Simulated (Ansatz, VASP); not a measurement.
# ZrGe2Pd3: VASP beside Ansatz

```
Zr Ge Pd
1.0
     5.47486    0.00000    0.00000
    -2.73743    4.74137    0.00000
     0.00000    0.00000    3.97310
Zr Ge Pd
1 2 3
Direct
  0.00000 0.00000 0.00000
  0.33333 0.66667 0.00001
  0.66667 0.33333 0.99999
  0.50000 0.00000 0.50000
  0.00000 0.50000 0.50000
  0.50000 0.50000 0.50000
```

Alike in both runs: functional PBE; k mesh 5 × 5 × 3; occupations gaussian, width 0.2 eV; no spin polarisation.

Ansatz relaxed the structure, and its values are those at the end. VASP's run is a single point on that final structure, the one shown.

|  | VASP | Ansatz |
| --- | --- | --- |
| version | VASP 6.6.1 | Ansatz 0.2.0 |
| potentials or method | VASP PAW PBE potentials, release 64 (Zr_sv, Ge_d, Pd), cutoff 520 eV | scalar-relativistic, plane waves, PAW |
| valence electrons in the cell | 70 | 94 |

```tsv
	VASP	Ansatz	Ansatz less VASP
gap on the k mesh at the Fermi level (eV)	none	none	-
pressure (GPa)	0.1	0.1	-0.03
```

A gap of «none» marks a metal or a gap that the smearing closes. VASP's potentials hold 70 valence electrons a cell and Ansatz's 94, so a difference there can come from the potentials and not from the codes.

The k mesh is coarse, so the values compare programs but aren't converged.
